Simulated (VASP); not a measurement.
Ir: relaxation of cell and atoms with PBE

Ir:

```xyz
1
Lattice="0.0000 1.9270 1.9270 1.9270 0.0000 1.9270 1.9270 1.9270 0.0000" Properties=species:S:1:pos:R:3 pbc="T T T"
Ir    0.0000    0.0000    0.0000
```

| Property | Result |
| --- | --- |
| Program | VASP 6.6.1 |
| Task | relaxation of cell and atoms |
| Functional | PBE |
| Potentials or basis | VASP PAW PBE potentials, release 64 (Ir) |
| Cutoff | 600 eV |
| k mesh | 17 × 17 × 17 |
| Occupations | methfessel-paxton, width 0.1 eV |
| Spin | no spin polarisation |
| Dipole correction | no |
| Further INCAR settings | ALGO = Normal; EDIFF = 1e-07; IBRION = 2; EDIFFG = -0.005; NSW = 80; ISIF = 3 |

- Relaxed volume: 14.52 Å³/atom
- Relaxed cell: a = 2.738 Å, b = 2.738 Å, c = 2.738 Å, α = 60.00°, β = 60.00°, γ = 60.00°
- Space group after relaxing (to 0.05 Å): Fm-3m (No. 225)
- Energy gained by relaxing: 3.3 meV/atom
- Ionic steps: 4
- Pressure after relaxing: 0.0 GPa

Step by step:
| step | energy change (eV) | largest force (eV/Å) | pressure (GPa) | volume (Å³) |
| --- | --- | --- | --- | --- |
| 1 | 0.0000 | 0.0000 | 5.22 | 14.31 |
| 2 | 0.0378 | 0.0000 | -15.98 | 15.30 |
| 3 | -0.0033 | 0.0000 | -0.10 | 14.52 |
| 4 | -0.0033 | 0.0000 | 0.00 | 14.52 |

Final structure:
```cif
data_structure
_symmetry_space_group_name_H-M 'P 1'
_symmetry_Int_Tables_number 1
_cell_length_a 2.7382
_cell_length_b 2.7382
_cell_length_c 2.7382
_cell_angle_alpha 60.000
_cell_angle_beta 60.000
_cell_angle_gamma 60.000
_cell_volume 14.52
loop_
_atom_site_label
_atom_site_type_symbol
_atom_site_fract_x
_atom_site_fract_y
_atom_site_fract_z
_atom_site_occupancy
Ir1 Ir 0.00000 0.00000 0.00000 1
```

Levels at points of the mesh, in eV from the Fermi level:
```csv
k point,band 1,band 2,band 3,band 4,band 5,band 6,band 7,band 8
"(0.00, 0.00, 0.00)",-10.72,-3.62,-3.62,-3.62,-1.04,-1.04,14.50,19.93
```

It took 28 s on 1 thread of Intel(R) Xeon(R) Platinum 8375C CPU @ 2.90GHz (Ice Lake), with other jobs on the host, peak memory 0.17 GiB.

Caveat: spin-orbit coupling is left out, which moves the levels of the heavy elements.
